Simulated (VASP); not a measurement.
Runs of VASP 6.6.1 on MgS (Niningerite). The structure is that of space group Fm-3m (No. 225), or close to it. The cells are those of the table. 

| task | level | cell | k mesh | gap on the mesh (eV) | pressure (GPa) |
| --- | --- | --- | --- | --- | --- |
| single point | PBE | a = 3.698 Å, angles 60.0°, 2 atoms | 8 × 8 × 8 | 2.74 | (b) |
| single point | r2SCAN | a = 3.680 Å, angles 60.0°, 2 atoms | 10 × 10 × 10 | 3.43 | -0.6 |
| single point | r2SCAN | a = 3.729 Å, angles 60.0°, 2 atoms | 10 × 10 × 10 | 3.35 | (c) |
| single point | r2SCAN | a = 3.656 Å, angles 60.0°, 2 atoms | 10 × 10 × 10 | 3.48 | (a) |
| relaxation of the atoms | r2SCAN | atoms relaxed from a = 3.605 Å, angles 60.0°, 2 atoms | 10 × 10 × 10 | 3.56 | 5.0 |

Alike in all rows: potentials or basis VASP PAW PBE potentials, release 64 (Mg, S); no spin polarisation; cutoff (eV) 520; smearing fermi-dirac 0.02 eV.

Q: Fill in the values left out.

A: (a) 1.1; (b) -0.3; (c) -3.4.

Caveats: the PAW data sets were made with another functional, which shifts forces and pressure a little (some runs); the relaxation stopped at its first step, so nothing moved (some runs).

A k mesh can miss the band edges.
